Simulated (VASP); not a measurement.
## Na: single point with PBE

The system is Na.

```xyz
1
Lattice="-2.1019 2.1019 2.1019 2.1019 -2.1019 2.1019 2.1019 2.1019 -2.1019" Properties=species:S:1:pos:R:3 pbc="T T T"
Na    0.0000    0.0000    0.0000
```

```
Program             : VASP 6.6.1
Task                : single point
Functional          : PBE
Potentials or basis : VASP PAW PBE potentials, release 64 (Na_pv)
Cutoff              : 520 eV
k mesh              : 14 × 14 × 14
Occupations         : fermi-dirac, width 0.15 eV
Spin                : no spin polarisation
```

* Pressure: -0.1 GPa
* Band gap on the k mesh: zero (an odd number of electrons rules out a gap without spin polarisation)

Levels at points of the mesh, in eV from the Fermi level:
```
           k point  band 1  band 2  band 3  band 4  band 5  band 6  band 7  band 8
(0.00, 0.00, 0.00)  -24.90  -24.90  -24.90   -3.27   11.73   11.73   11.73   12.72
(0.50, 0.00, 0.00)  -24.93  -24.91  -24.90    0.76    1.22    8.20    9.15    9.25
(0.50, 0.50, 0.50)  -24.92  -24.92  -24.92    4.52    4.52    4.90    4.90    4.90
```

Run time: 13 s on 1 thread of Intel(R) Xeon(R) 6975P-C (Granite Rapids), with other jobs on the host, peak memory 0.16 GiB.
